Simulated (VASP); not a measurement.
Input of a VASP 6.6.1 run:

The input INCAR:

```
PREC = Accurate
ENCUT = 520
EDIFF = 1E-7
ISMEAR = 0
SIGMA = 0.02
LREAL = False
LASPH = True
NELM = 60
ALGO = Normal
ISIF = 2
LWAVE = False
LCHARG = True
GGA = PS
LELF = True
LVHAR = True
NBANDS = 16
```

The input KPOINTS:

```
regular mesh
0
Gamma
  9 9 6
```

File POSCAR:

```
C
1.0
    2.4993962492      0.0000000000      0.0000000000
   -1.2496981246      2.1645406459      0.0000000000
    0.0000000000      0.0000000000      4.2229976408
C
4
Direct
    0.3333333333      0.6666666667     -0.0002601248
    0.6666666667      0.3333333333      0.4997398752
    0.3333333333      0.6666666667      0.3742601248
    0.6666666667      0.3333333333      0.8742601248
```

Potentials or basis: VASP PAW PBE potentials, release 64 (C).

Launch:

```console
$ cat potpaw_PBE.64/C/POTCAR > POTCAR
$ mpirun -np 1 vasp_std > vasp.out
```

Problem. Predict the pressure.

Solution. -5.6 GPa.

Problem. Predict the band gap on the k mesh.

Solution. 3.09 eV (least direct gap 4.86 eV).

Problem. Estimate the largest force.

Solution. 0.011 eV/Å.

Forces on the atoms (eV/Å):
```
C    0.000  0.000  0.011
C    0.000  0.000  0.011
C    0.000  0.000 -0.011
C    0.000  0.000 -0.011
```

Caveat: the cell differs from its parent crystal (strained cell); the cell stands under tension; the PAW data sets were made with another functional, which shifts forces and pressure a little; an odd mesh through Γ misses points on the zone boundary, where band edges can lie.
